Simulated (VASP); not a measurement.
The system is Cd.

```xyz
2
Lattice="2.9789 0.0000 0.0000 -1.4894 2.5798 0.0000 0.0000 0.0000 5.6177" Properties=species:S:1:pos:R:3 pbc="T T T"
Cd    1.4894    0.8599    4.2132
Cd    0.0000    1.7199    1.4044
```

```yaml
Program: VASP 6.6.1
Task: relaxation of cell and atoms
Functional: RPBE
Potentials_or_basis: VASP PAW PBE potentials, release 64 (Cd)
Cutoff: 600 eV
k_mesh: 10 × 10 × 5
Occupations: gaussian, width 0.05 eV
Spin: collinear spin
Starting_moments: "[0.5, -0.5] μB"
```

At the start: pressure 5.8 GPa; volume 21.59 Å³/atom.

How do energy, volume and symmetry change on relaxing?

Over 14 steps the energy falls by 41.5 meV/atom and the volume is 24.21 Å³/atom (+12.1 %); space group P6_3/mmc (No. 194, to 0.1 Å) before and after; moment 0.00 μB per cell.

The path:
```
step  energy change (eV)  largest force (eV/Å)  pressure (GPa)  volume (Å³)
   1              0.0000                0.0000            5.79        43.17
   2             -0.0825                0.0000            0.11        48.22
   3             -0.0825                0.0000            0.08        48.31
   4             -0.0829                0.0000           -0.02        48.38
   5             -0.0829                0.0000           -0.06        48.43
   6             -0.0830                0.0000           -0.10        48.51
   7             -0.0830                0.0000            0.03        48.47
   8             -0.0830                0.0000           -0.08        48.49
   9             -0.0830                0.0000           -0.03        48.48
  10             -0.0830                0.0000           -0.03        48.48
  11             -0.0830                0.0000           -0.04        48.44
  12             -0.0830                0.0000            0.05        48.31
  13             -0.0830                0.0000            0.04        48.39
  14             -0.0830                0.0000            0.01        48.41
```

Final structure:
```cif
data_structure
_symmetry_space_group_name_H-M 'P 1'
_symmetry_Int_Tables_number 1
_cell_length_a 3.1030
_cell_length_b 3.1030
_cell_length_c 5.8059
_cell_angle_alpha 90.000
_cell_angle_beta 90.000
_cell_angle_gamma 120.000
_cell_volume 48.41
loop_
_atom_site_label
_atom_site_type_symbol
_atom_site_fract_x
_atom_site_fract_y
_atom_site_fract_z
_atom_site_occupancy
Cd1 Cd 0.66667 0.33333 0.75000 1
Cd2 Cd 0.33333 0.66667 0.25000 1
```

Caveat: the PAW data sets were made with another functional, which shifts forces and pressure a little.
